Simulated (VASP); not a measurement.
# Sb (R-3m) in VASP: notebook

Runs on Sb. Level: LDA. Tasks: single point, relaxation of cell and atoms.

Everything below comes from runs of VASP 6.6.1. Logs are shortened: lines on timing, memory, paths and dates and some standing lists are left out, and cuts for length are marked.

## 1. The cell of the first run

It takes space group R-3m (No. 166, trigonal). The conventional cell has a = 4.308 Å, b = 4.308 Å, c = 11.274 Å, α = 90.00°, β = 90.00°, γ = 120.00°. Within 3.8 Å of Sb (site symmetry 3m) lie 6 Sb at 2.91 to 3.35 Å.

## 2. Single point, LDA

Input file INCAR:

```
PREC = Accurate ; ENCUT = 520
EDIFF = 1E-6 ; ISMEAR = 0
SIGMA = 0.1 ; LREAL = F
LASPH = T ; NELM = 100
ALGO = Normal ; ISIF = 2
LWAVE = F ; LCHARG = F
NBANDS = 12
```

Input file KPOINTS:

```
regular mesh
0
Gamma
  6 6 6
```

Input file POSCAR:

```
Sb
1.0
    2.1542000000      1.2437279499      3.7580000000
   -2.1542000000      1.2437279499      3.7580000000
    0.0000000000     -2.4874558998      3.7580000000
Sb
2
Direct
    0.2334900000      0.2334900000      0.2334900000
    0.7665100000      0.7665100000      0.7665100000
```

Potentials or basis: VASP PAW LDA potentials, release 64 (Sb).

Run with:

```sh
> cat potpaw_LDA.64/Sb/POTCAR > POTCAR
> mpirun -np 1 vasp_std > vasp.out
```

OUTCAR:

```text
PREC = Accurate
   ENCUT = 520
   EDIFF = 1E-6
   ISMEAR = 0
   LREAL = F
   LASPH = T
   NELM = 100
   ISIF = 2

 ion  position               nearest neighbor table
   1  0.233  0.233  0.233-   2 2.91   2 2.91   2 2.91   2 3.35   2 3.35   2 3.35
   2  0.767  0.767  0.767-   1 2.91   1 2.91   1 2.91   1 3.35   1 3.35   1 3.35

  LATTYP: Found a trigonal (rhomboedric) cell.
 ALAT       =     4.5066618304
 COS(alpha) =     0.5430253624

  Lattice vectors:

 A1 = (   2.1542000000,   1.2437279499,   3.7580000000)
 A2 = (  -2.1542000000,   1.2437279499,   3.7580000000)
 A3 = (   0.0000000000,  -2.4874558998,   3.7580000000)

Analysis of symmetry for initial positions (statically):
=====================================================================
 Subroutine PRICEL returns:
 Original cell was already a primitive cell.

 Routine SETGRP: Setting up the symmetry group for a
 trigonal (rhombohedral) supercell.

 Subroutine GETGRP returns: Found 12 space group operations
 (whereof 12 operations were pure point group operations)
 out of a pool of 12 trial point group operations.

The static configuration has the point symmetry D_3d.

Analysis of symmetry for dynamics (positions and initial velocities):
=====================================================================
 Subroutine PRICEL returns:
 Original cell was already a primitive cell.

 Routine SETGRP: Setting up the symmetry group for a
 trigonal (rhombohedral) supercell.

 Subroutine GETGRP returns: Found 12 space group operations
 (whereof 12 operations were pure point group operations)
 out of a pool of 12 trial point group operations.

The dynamic configuration has the point symmetry D_3d.

 Subroutine INISYM returns: Found 12 space group operations
 (whereof 12 operations are pure point group operations),
 and found     1 'primitive' translations

----------------------------------------------------------------------------------------

                                     Primitive cell

  volume of cell :      60.4115

  direct lattice vectors                    reciprocal lattice vectors
     2.154200000  1.243727950  3.758000000     0.232104726  0.134005726  0.088699663
    -2.154200000  1.243727950  3.758000000    -0.232104726  0.134005726  0.088699663
     0.000000000 -2.487455900  3.758000000     0.000000000 -0.268011452  0.088699663

  length of vectors
     4.506661830  4.506661830  4.506661830     0.282307932  0.282307932  0.282307932

  position of ions in fractional coordinates (direct lattice)
     0.233490000  0.233490000  0.233490000
     0.766510000  0.766510000  0.766510000

  ion indices of the primitive-cell ions
   primitive index   ion index
                 1           1
                 2           2

----------------------------------------------------------------------------------------

 KPOINTS: regular mesh

Automatic generation of k-mesh.
 Grid dimensions read from file:
 generate k-points for:    6    6    6

 Generating k-lattice:

  Cartesian coordinates                     Fractional coordinates (reciprocal lattice)
     0.038684121  0.022334288  0.014783277     0.166666667  0.000000000  0.000000000
    -0.038684121  0.022334288  0.014783277     0.000000000  0.166666667  0.000000000
     0.000000000 -0.044668575  0.014783277     0.000000000  0.000000000  0.166666667

  Length of vectors
     0.047051322  0.047051322  0.047051322

  Shift w.r.t. Gamma in fractional coordinates (k-lattice)
     0.000000000  0.000000000  0.000000000

 Subroutine IBZKPT returns following result:
 ===========================================

 Found     32 irreducible k-points:

 Following reciprocal coordinates:
            Coordinates               Weight
  0.000000  0.000000  0.000000      1.000000
  0.166667 -0.000000 -0.000000      6.000000
  0.333333 -0.000000 -0.000000      6.000000
  0.500000 -0.000000  0.000000      3.000000
  0.166667  0.166667 -0.000000      6.000000
  0.333333  0.166667  0.000000     12.000000
[... 16 lines left out ...]
  0.500000  0.500000  0.166667      6.000000
 -0.333333  0.500000  0.166667     12.000000
 [... further k-points ...]
   k-points           NKPTS =     32   k-points in BZ     NKDIM =     32   number of bands    NBANDS=     12
   number of dos      NEDOS =    301   number of ions     NIONS =      2
   total plane-waves  NPLWV =  46656
   dimension x,y,z NGX =    36 NGY =   36 NGZ =   36
   dimension x,y,z NGXF=    72 NGYF=   72 NGZF=   72
   ions per type =               2
   NGX,Y,Z   is equivalent  to a cutoff of  13.28, 13.28, 13.28 a.u.
   NGXF,Y,Z  is equivalent  to a cutoff of  26.56, 26.56, 26.56 a.u.
 SYSTEM =  unknown system
   PREC   = accura    normal or accurate (medium, high low for compatibility)
   ISTART =      0    job   : 0-new  1-cont  2-samecut
   ICHARG =      2    charge: 1-file 2-atom 10-const
   ISPIN  =      1    spin polarized calculation?
   LNONCOLLINEAR =      F non collinear calculations
   LSORBIT =      F    spin-orbit coupling
   LASPH  =      T    aspherical Exc in radial PAW
   ENCUT  =  520.0 eV  38.22 Ry    6.18 a.u.   8.38  8.38  8.38*2*pi/ulx,y,z
   NELM   =    100;   NELMIN=  2; NELMDL= -5     # of ELM steps
   EDIFF  = 0.1E-05   stopping-criterion for ELM
   LREAL  =      F    real-space projection
   EDIFFG = 0.1E-04   stopping-criterion for IOM
   NSW    =      0    number of steps for IOM
   IBRION =     -1    ionic relax: 0-MD 1-quasi-New 2-CG
   NFREE  =      0    steps in history (QN), initial steepest desc. (CG)
   ISIF   =      2    stress and relaxation
   ISYM   =      2    0-nonsym 1-usesym 2-fastsym
   POTIM  = 0.5000    time-step for ionic-motion
   TEBEG  =    0.0;   TEEND  =   0.0 temperature during run
   PSTRESS=    0.0 pullay stress
   NELECT =      10.0000    total number of electrons
   NUPDOWN=      -1.0000    fix difference up-down
   EMIN   =  10.00;   EMAX   =-10.00  energy-range for DOS
   EFERMI =   0.00;   METHOD = LEGACY
   ISMEAR =     0;   SIGMA  =   0.10  broadening in eV -4-tet -1-fermi 0-gaus
   EFERMI_NEDOS =   21; number of points for ismear=-14 and -15
   IALGO  =     38    algorithm
   IMIX   =      4    mixing-type and parameters
     AMIX     =   0.40;   BMIX     =  1.00
     AMIX_MAG =   1.60;   BMIX_MAG =  1.00
  volume/ion in A,a.u.               =      30.21       203.84
  Fermi-wavevector in a.u.,A,eV,Ry     =   0.898880  1.698637 10.993305  0.807985
  Thomas-Fermi vector in A             =   2.021644
   LORBIT       =      0    0 simple, 1 ext, 2 COOP (PROOUT), +10 PAW based schemes
   GGA     = CA    functional components
   LHFCALC =     F    Hartree Fock is set to
   AEXX    =    0.0000 exact exchange contribution
   IVDW    =     0    specifies the selected vdW correction
   LEPSILON=     F    determine dielectric tensor
   LRPA    =     F    only Hartree local field effects (RPA)
 non-spin polarized calculation
 Gauss-broadening in eV      SIGMA  =   0.10
  energy-cutoff  :      520.00
  volume of cell :       60.41
 maximum number of plane-waves:      1639
 NGX is ok and might be reduce to    36
   NGX = 17   NGY = 17   NGZ = 17

 number of electron      10.0000000 magnetization

 Free energy of the ion-electron system (eV)
  ---------------------------------------------------
  ext. energy  EPLUGINS =         0.00000000
  ---------------------------------------------------
  free energy    TOTEN  =        -9.63750208 eV

  energy without entropy =       -9.63569556  energy(sigma->0) =       -9.63659882

 E-fermi :   7.1600     XC(G=0):  -9.7182

 val. band max:        6.8985597867   @ k =   0.5000  -0.0000   0.0000
 cond. band min:       7.1650840498   @ k =   0.3333   0.1667   0.1667
 fundamental gap:      0.2665242631
 Fermi energy:         7.1600217951

 k-point     1 :       0.0000    0.0000    0.0000
  band No.  band energies     occupation
      1      -5.5983      2.00000
      2       2.2445      2.00000
      3       5.0834      2.00000
      4       5.3511      2.00000
      5       5.3511      2.00000
      6       9.1967      0.00000
      7       9.8094      0.00000
      8       9.8094      0.00000
      9      12.2198      0.00000
     10      12.2198      0.00000
     11      12.3709      0.00000
     12      13.6911      0.00000

 k-point     2 :       0.1667   -0.0000   -0.0000
  band No.  band energies     occupation
      1      -5.2931      2.00000
      2       1.0955      2.00000
      3       5.1277      2.00000
      4       5.2884      2.00000
      5       5.7610      2.00000
      6       8.9049      0.00000
      7       9.1036      0.00000
      8       9.1562      0.00000
      9      11.6610      0.00000
     10      12.1780      0.00000
     11      12.5009      0.00000
     12      15.3887      0.00000

 k-point     3 :       0.3333   -0.0000   -0.0000
  band No.  band energies     occupation
      1      -4.3967      2.00000
      2      -0.9295      2.00000
      3       5.2043      2.00000
      4       5.2196      2.00000
      5       6.2933      2.00000
      6       7.8091      0.00000
      7       7.8932      0.00000
      8       8.0949      0.00000
      9      12.7484      0.00000
     10      13.5387      0.00000
     11      14.0489      0.00000
     12      17.5649      0.00000
[... 286 lines left out ...]
 k-point    23 :       0.5000    0.5000    0.1667
  band No.  band energies     occupation
      1      -3.5398      2.00000
      2      -1.0217      2.00000
      3       2.0222      2.00000
      4       3.8305      2.00000
      5       4.2034      2.00000
      6       9.3442      0.00000
      7      10.8797      0.00000
      8      11.8518      0.00000
      9      12.7842      0.00000
     10      15.8990      0.00000
     11      16.2051      0.00000
     12      16.6460      0.00000

 k-point    24 :      -0.3333    0.5000    0.1667
  band No.  band energies     occupation
      1      -2.9537      2.00000
      2      -1.5889      2.00000
      3       1.8448      2.00000
      4       2.7376      2.00000
      5       5.3028      2.00000
      6       9.0513      0.00000
      7      10.4158      0.00000
      8      12.7366      0.00000
      9      13.0202      0.00000
     10      14.1267      0.00000
     11      16.7623      0.00000
     12      17.6432      0.00000

 [... further k-points ...]

------------------------ aborting loop because EDIFF is reached ----------------------------------------

  FORCE on cell =-STRESS in cart. coord.  units (eV):
  Direction    XX          YY          ZZ          XY          YZ          ZX
  --------------------------------------------------------------------------------------
  -------------------------------------------------------------------------------------
  Total       -0.2861349     -0.2861349     -0.3939908      0.0000000     -0.0000000     -0.0000000
  in kB       -7.5886065     -7.5886065    -10.4490589      0.0000000     -0.0000000     -0.0000000
  external PRESSURE =      -8.5420907 kB  Pullay stress =       0.0000000 kB

 VOLUME and BASIS-vectors are now :
 -----------------------------------------------------------------------------
  energy-cutoff  :      520.00
  volume of cell :       60.41
      direct lattice vectors                 reciprocal lattice vectors
     2.154200000  1.243727950  3.758000000     0.232104726  0.134005726  0.088699663
    -2.154200000  1.243727950  3.758000000    -0.232104726  0.134005726  0.088699663
     0.000000000 -2.487455900  3.758000000     0.000000000 -0.268011452  0.088699663

 POSITION                                       TOTAL-FORCE (eV/Angst)
 -----------------------------------------------------------------------------------
      0.00000      0.00000      2.63237         0.000000      0.000000     -0.014327
      0.00000      0.00000      8.64163         0.000000     -0.000000      0.014327
 -----------------------------------------------------------------------------------
    total drift:                                0.000000     -0.000000     -0.000000

  FREE ENERGIE OF THE ION-ELECTRON SYSTEM (eV)
  ---------------------------------------------------
  free  energy   TOTEN  =        -9.6375020793 eV

  energy  without entropy=       -9.6356955598  energy(sigma->0) =       -9.63659882
```

Wall time 40 s (1 thread of AMD EPYC, shared host); peak memory 0.14 GiB.

Results:

```yaml
Free_energy: -9.6375 eV
Pressure: -0.9 GPa
Largest_force: 0.014 eV/Å
Band_gap_on_the_k_mesh: zero (bands 5 and 6 overlap by 0.27 eV)
```

Forces on the atoms (eV/Å):
```
Sb   0.000  0.000 -0.014
Sb   0.000  0.000  0.014
```

Stress tensor (GPa, compression positive):
```
-0.76  0.00  0.00
 0.00 -0.76  0.00
 0.00  0.00 -1.04
```

Caveat: spin-orbit coupling is left out, which moves the levels of the heavy elements.

## 3. Single point, LDA

This run uses another cell than the first one, of 29.05 Å³/atom.

Input file INCAR:

```
  PREC = Accurate
  ENCUT = 520
  EDIFF = 1E-6
  ISMEAR = -1
  SIGMA = 0.15
  LREAL = F
  LASPH = T
  NELM = 60
  ALGO = Normal
  ISIF = 2
  LWAVE = F
  LCHARG = F
  NBANDS = 12
```

Input file KPOINTS:

```
Automatic mesh
0
Gamma
  12 12 12
```

Input file POSCAR:

```
Sb
1.0
    2.1444849790      1.2381189799      3.6470049083
   -2.1444849790      1.2381189799      3.6470049083
    0.0000000000     -2.4762379598      3.6470049083
Sb
2
Direct
    0.2368296023      0.2368296023      0.2368296023
    0.7631703977      0.7631703977      0.7631703977
```

Potentials or basis: VASP PAW LDA potentials, release 64 (Sb).

Run with:

```sh
> cat potpaw_LDA.64/Sb/POTCAR > POTCAR
> mpirun -np 1 vasp_std > vasp.out
```

It took 3.4 min on 1 thread of AMD EPYC, shared host; peak memory 0.21 GiB.

It converged, with:

* Free energy: -9.6431 eV
* Pressure: 0.3 GPa
* Largest force: 0.061 eV/Å
* Band gap on the k mesh: zero (bands 5 and 6 overlap by 0.27 eV)

Forces on the atoms (eV/Å):
```
Sb   0.000  0.000  0.061
Sb   0.000  0.000 -0.061
```

Stress tensor (GPa, compression positive):
```
0.32 0.00 0.00
0.00 0.32 0.00
0.00 0.00 0.24
```

Levels at points of the mesh, in eV from the Fermi level:
```
           k point  band 3  band 4  band 5  band 6  band 7  band 8
(0.00, 0.00, 0.00)   -1.93   -1.75   -1.75    2.51    2.96    2.96
(0.50, 0.00, 0.00)   -1.64   -1.48   -0.24   -0.07    0.30    0.31
(0.50, 0.50, 0.00)   -5.63   -3.78   -3.71    1.68    5.24    5.61
(0.50, 0.50, 0.50)   -1.15   -1.15   -0.33    0.00    0.00    1.04
```

Caveat: spin-orbit coupling is left out, which moves the levels of the heavy elements.

## 4. Single point, LDA

This run uses another cell than the first one, of 29.17 Å³/atom.

Input file INCAR:

```
PREC     = Accurate       # precision mode
ENCUT    = 520            # plane-wave cutoff, eV
EDIFF    = 1E-7           # SCF threshold, eV
ISMEAR   = 0              # smearing method
SIGMA    = 0.1            # smearing width, eV
LREAL    = F              # projectors in reciprocal space
LASPH    = T              # aspherical terms in the spheres
NELM     = 100            # most SCF steps
ALGO     = Normal         # electronic algorithm
ISIF     = 2              # what is computed and relaxed
LWAVE    = F              # write WAVECAR
LCHARG   = F              # write CHGCAR
NBANDS   = 12             # bands
```

KPOINTS is that of step 3.

Input file POSCAR:

```
Sb
1.0
    2.1471153976      1.2396376528      3.6534606304
   -2.1471153976      1.2396376528      3.6534606304
    0.0000000000     -2.4792753056      3.6534606304
Sb
2
Direct
    0.2359094825      0.2359094825      0.2359094825
    0.7640905175      0.7640905175      0.7640905175
```

Run with:

```sh
> cat potpaw_LDA.64/Sb/POTCAR > POTCAR
> mpirun -np 1 vasp_std > vasp.out
```

Run time: 3.5 min. Hardware: 1 thread of AMD EPYC, shared host; peak memory 0.21 GiB.

The run converged. Its results:

```
Free energy            : -9.6288 eV
Pressure               : 0.3 GPa
Largest force          : 0.064 eV/Å
Band gap on the k mesh : zero (bands 5 and 6 overlap by 0.27 eV)
```

Forces on the atoms (eV/Å):
```
Sb   0.000  0.000  0.064
Sb   0.000  0.000 -0.064
```

Stress tensor (GPa, compression positive):
```
0.33 0.00 0.00
0.00 0.33 0.00
0.00 0.00 0.24
```

Levels at points of the mesh, in eV from the Fermi level:
```tsv
k point	band 3	band 4	band 5	band 6	band 7	band 8
(0.00, 0.00, 0.00)	-1.94	-1.81	-1.81	2.38	2.88	2.88
(0.50, 0.00, 0.00)	-1.75	-1.56	-0.26	-0.13	0.28	0.34
(0.50, 0.50, 0.00)	-5.62	-3.79	-3.76	1.61	5.18	5.59
(0.50, 0.50, 0.50)	-1.24	-1.24	-0.44	-0.02	-0.02	1.03
```

Caveat: spin-orbit coupling is left out, which moves the levels of the heavy elements.

## 5. Relaxation of cell and atoms, LDA

This run uses another cell than the first one, of 29.17 Å³/atom.

Input file INCAR:

```
SYSTEM = Sb
ALGO = Normal ; EDIFF = 1E-6
EDIFFG = -0.001 ; ENCUT = 600
GGA = CA ; IBRION = 2
ISIF = 3 ; ISMEAR = -1
LASPH = .True. ; LCHARG = .False.
LREAL = .False. ; LWAVE = .False.
NELM = 60 ; NSW = 80
PREC = Accurate ; SIGMA = 0.15
```

Input file KPOINTS:

```
k-points
0
Gamma
  12 12 12
  0 0 0
```

POSCAR is that of step 4.

Run with:

```sh
> cat potpaw_LDA.64/Sb/POTCAR > POTCAR
> mpirun -np 1 vasp_std > vasp.out
```

It took 32 min on 1 thread of AMD EPYC, shared host; peak memory 0.23 GiB.

Results (log left out):

```
Free energy                           : -9.6437 eV
Relaxed volume                        : 29.08 Å³/atom
Relaxed cell                          : a = 4.403 Å, b = 4.403 Å, c = 4.403 Å, α = 58.41°, β = 58.41°, γ = 58.41°
Space group after relaxing (to 0.1 Å) : R-3m (No. 166)
Energy gained by relaxing             : 1.0 meV/atom
Ionic steps                           : 37
Pressure after relaxing               : 0.0 GPa
Band gap on the k mesh                : zero (bands 5 and 6 overlap by 0.26 eV)
```

The path:
```tsv
step	energy change (eV)	largest force (eV/Å)	pressure (GPa)	volume (Å³)
1	0.0000	0.1202	0.28	58.35
2	-0.0008	0.0397	-0.33	58.78
3	-0.0009	0.0536	-0.23	58.70
4	-0.0015	0.0332	-0.14	58.51
5	-0.0019	0.0045	0.01	58.22
6	-0.0019	0.0030	-0.01	58.20
7	-0.0019	0.0005	0.03	58.16
8	-0.0019	0.0012	0.05	58.19
9	-0.0019	0.0096	-0.06	58.22
10	-0.0019	0.0106	-0.07	58.22
11	-0.0020	0.0064	-0.02	58.16
12	-0.0020	0.0044	0.01	58.12
13	-0.0020	0.0046	0.02	58.14
14	-0.0020	0.0034	-0.05	58.19
15	-0.0020	0.0040	-0.02	58.16
16	-0.0020	0.0039	-0.02	58.15
17	-0.0020	0.0040	-0.02	58.14
18	-0.0020	0.0018	0.00	58.14
19	-0.0020	0.0008	0.01	58.13
20	-0.0020	0.0010	0.01	58.14
21	-0.0020	0.0013	0.01	58.14
22	-0.0020	0.0009	0.01	58.14
23	-0.0020	0.0007	0.02	58.16
24	-0.0020	0.0046	-0.03	58.20
25	-0.0020	0.0015	-0.01	58.17
26	-0.0020	0.0012	-0.01	58.16
27	-0.0020	0.0010	-0.01	58.16
28	-0.0020	0.0019	-0.01	58.15
29	-0.0020	0.0031	0.06	58.10
30	-0.0020	0.0019	0.02	58.14
31	-0.0020	0.0016	0.02	58.14
32	-0.0020	0.0016	0.01	58.14
33	-0.0020	0.0016	0.01	58.14
34	-0.0020	0.0016	0.01	58.15
35	-0.0020	0.0007	-0.01	58.17
36	-0.0020	0.0004	-0.01	58.16
37	-0.0020	0.0009	0.00	58.15
```

Final structure:
```
Sb
1.0
     2.14821    1.24027    3.63765
    -2.14821    1.24027    3.63765
     0.00000   -2.48054    3.63765
Sb
2
Direct
  0.23760 0.23760 0.23760
  0.76240 0.76240 0.76240
```

Levels at points of the mesh, in eV from the Fermi level:
| k point | band 2 | band 3 | band 4 | band 5 | band 6 | band 7 | band 8 | band 9 |
| --- | --- | --- | --- | --- | --- | --- | --- | --- |
| (0.00, 0.00, 0.00) | -4.55 | -1.90 | -1.74 | -1.74 | 2.59 | 3.00 | 3.00 | 4.99 |
| (0.50, 0.00, 0.00) | -9.76 | -1.57 | -1.41 | -0.25 | -0.05 | 0.26 | 0.30 | 8.06 |
| (0.50, 0.50, 0.00) | -7.79 | -5.63 | -3.76 | -3.70 | 1.73 | 5.25 | 5.59 | 7.37 |
| (0.50, 0.50, 0.50) | -9.25 | -1.11 | -1.11 | -0.30 | -0.04 | -0.04 | 0.99 | 7.56 |

Caveat: spin-orbit coupling is left out, which moves the levels of the heavy elements.

## 6. Overview

```csv
task,cell,k mesh,cutoff (eV),smearing,gap on the mesh (eV),pressure (GPa),largest force (eV/Å)
single point,"a = 4.507 Å, angles 57.1°, 2 atoms, atomic positions A",6 × 6 × 6,520,gaussian 0.1 eV,none,-0.9,0.01
single point,"a = 4.408 Å, angles 58.2°, 2 atoms, atomic positions B",12 × 12 × 12,520,fermi-dirac 0.15 eV,none,0.3,0.06
single point,"a = 4.415 Å, angles 58.2°, 2 atoms, atomic positions C",12 × 12 × 12,520,gaussian 0.1 eV,none,0.3,0.06
relaxation of cell and atoms,"relaxed from a = 4.415 Å, angles 58.2°, 2 atoms, atomic positions C",12 × 12 × 12,600,fermi-dirac 0.15 eV,none,0.0,-
```

Alike in all rows: level LDA; potentials or basis VASP PAW LDA potentials, release 64 (Sb); no spin polarisation.

Caveats: spin-orbit coupling is left out, which moves the levels of the heavy elements.

Absolute energies hang on the potentials; compare differences alone.

The gap in the log of VASP goes by the Fermi energy; the results here count the filled bands.